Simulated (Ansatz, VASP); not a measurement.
**Ti2SiSe2 in VASP and in Ansatz**

INCAR

```
SYSTEM = Ti2SiSe2
PREC = Accurate
ENCUT = 520
EDIFF = 1E-7
ISMEAR = 0
SIGMA = 0.1
LREAL = .FALSE.
LASPH = .TRUE.
NELM = 60
ALGO = Normal
ISIF = 2
LWAVE = .FALSE.
LCHARG = .FALSE.
GGA = PE
NBANDS = 28
```

File KPOINTS:

```
regular mesh
0
G
  12 12 12
  0 0 0
```

POSCAR

```
Ti2SiSe2
1.0
   -2.3843828436      2.3843828436      4.1803917585
    2.3843828436     -2.3843828436      4.1803917585
    2.3843828436      2.3843828436     -4.1803917585
Ti Si Se
2 1 2
Direct
    0.7500000000      0.2500000000      0.5000000000
    0.2500000000      0.7500000000      0.5000000000
    0.0000000000      0.0000000000      0.0000000000
    0.6578185632      0.6578185632      0.0000000000
    0.3421814368      0.3421814368      0.0000000000
```

Input for Ansatz:

```yaml
crystal:
  lattice:
    - [-2.3843828436, 2.3843828436, 4.1803917585]
    - [2.3843828436, -2.3843828436, 4.1803917585]
    - [2.3843828436, 2.3843828436, -4.1803917585]
  atoms:
    - { symbol: Ti, position: [0.75, 0.25, 0.5] }
    - { symbol: Ti, position: [0.25, 0.75, 0.5] }
    - { symbol: Si, position: [0.0, 0.0, 0.0] }
    - { symbol: Se, position: [0.6578185632, 0.6578185632, 0.0] }
    - { symbol: Se, position: [0.3421814368, 0.3421814368, 0.0] }
basis:
  ecutwfc: 420
kpoints:
  mp_grid: { grid: [12, 12, 12] }
  band_path:
    path:
      - [[0.0, 0.0, 0.0], [0.0, 0.0, 0.5], [0.25, 0.25, 0.25], [0.0, 0.5, 0.0], [0.0, 0.0, 0.0], [0.5, 0.5, -0.5], [0.33133136, 0.66866864, -0.33133136]]
      - [[-0.33133136, 0.33133136, 0.33133136], [0.0, 0.0, 0.0]]
      - [[0.0, 0.0, 0.5], [-0.16266271, 0.16266271, 0.5]]
      - [[0.5, 0.5, -0.16266271], [0.5, 0.5, -0.5]]
    npoints: 14
hamiltonian:
  xc: pbe
scf:
  occupations: { method: gaussian, width: 0.1 }
  n_extra_bands: 12
output:
  forces: true
  stress: true
  eigenvalues: true
  populations: true
  dos: { projected: true, de: 0.02, nscf_kmesh: { grid: [15, 15, 15] } }
  bader: true
  write_density: true
  write_potential: true
  elf: true
  volumetric_format: npy
```

Alike in both runs: task single point; functional PBE; k mesh 12 × 12 × 12; occupations gaussian, width 0.1 eV; no spin polarisation.

|  | VASP | Ansatz |
| --- | --- | --- |
| version | VASP 6.6.1 | Ansatz 0.2.0 |
| potentials or method | VASP PAW PBE potentials, release 64 (Ti_sv, Si, Se), cutoff 520 eV | scalar-relativistic, plane waves, PAW |
| valence electrons in the cell | 40 | 60 |

|  | VASP | Ansatz | Ansatz less VASP |
| --- | --- | --- | --- |
| gap on the k mesh at the Fermi level (eV) | none | none | - |
| pressure (GPa) | 0.1 | 0.0 | -0.13 |
| traceless stress, the component that is largest in VASP (GPa) | -0.11 | -0.01 | +0.102 |
| rms of the force components (eV/Å) | 0.008 | 0.002 | -0.0062 |

Atom by atom the forces differ by 0.006 eV/Å (rms over components). A gap of «none» marks a metal or a gap that the smearing closes. The functional is the same, so the differences come from potentials, cutoffs and numerics. VASP's potentials hold 40 valence electrons a cell and Ansatz's 60, so a difference there can come from the potentials and not from the codes.
